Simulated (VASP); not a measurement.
Set up this calculation in VASP 6.6.1, as the native input.

| Property | Result |
| --- | --- |
| Task | electric field gradients |
| Functional | PBEsol |
| Potentials or basis | VASP PAW PBE potentials, release 64 (Hg, Te) |
| Cutoff | 520 eV |
| k mesh | 9 × 9 × 9 |
| Occupations | fermi-dirac, width 0.05 eV |
| Spin | no spin polarisation |
| Dipole correction | no |
| Further INCAR settings | ALGO = Normal; EDIFF = 1e-08; NBANDS = 16 |

The structure of HgTe lies in POSCAR:

```
HgTe
1.0
    0.0000000000      3.2018651199      3.2018651199
    3.2018651199      0.0000000000      3.2018651199
    3.2018651199      3.2018651199      0.0000000000
Hg Te
1 1
Direct
    0.0000000000      0.0000000000      0.0000000000
    0.7500000000      0.7500000000      0.7500000000
```

This cell differs from its parent crystal: volume scaled by 0.98.

The input as run:

INCAR

```
SYSTEM = HgTe
PREC     = Accurate       ! precision mode
ENCUT    = 520            ! plane-wave cutoff, eV
EDIFF    = 1E-8           ! SCF threshold, eV
ISMEAR   = -1             ! smearing method
SIGMA    = 0.05           ! smearing width, eV
LREAL    = .FALSE.        ! projectors in reciprocal space
LASPH    = .TRUE.         ! aspherical terms in the spheres
NELM     = 60             ! most SCF steps
ALGO     = Normal         ! electronic algorithm
ISIF     = 2              ! what is computed and relaxed
LWAVE    = .FALSE.        ! write WAVECAR
LCHARG   = .FALSE.        ! write CHGCAR
GGA      = PS             ! functional
LEFG     = .TRUE.       
NBANDS   = 16             ! bands
```

KPOINTS

```
regular mesh
0
G
  9 9 9
  0 0 0
```

Potentials or basis: VASP PAW PBE potentials, release 64 (Hg, Te).

Launch:

```bash
$ cat potpaw_PBE.64/Hg/POTCAR potpaw_PBE.64/Te/POTCAR > POTCAR
$ mpirun -np 1 vasp_std > vasp.out
```

Results of the run:

```
Pressure               : 2.5 GPa
Band gap on the k mesh : zero (filled and empty bands touch)
```

Caveat: without QUAD_EFG the Cq values of the log hold for a quadrupole moment of 1 mb, not for the nuclei; the PAW data sets were made with another functional, which shifts forces and pressure a little; spin-orbit coupling is left out, which moves the levels of the heavy elements.

Wall time 18 s on 1 thread of Intel(R) Xeon(R) 6975P-C (Granite Rapids) (shared host), peak memory 0.21 GiB.
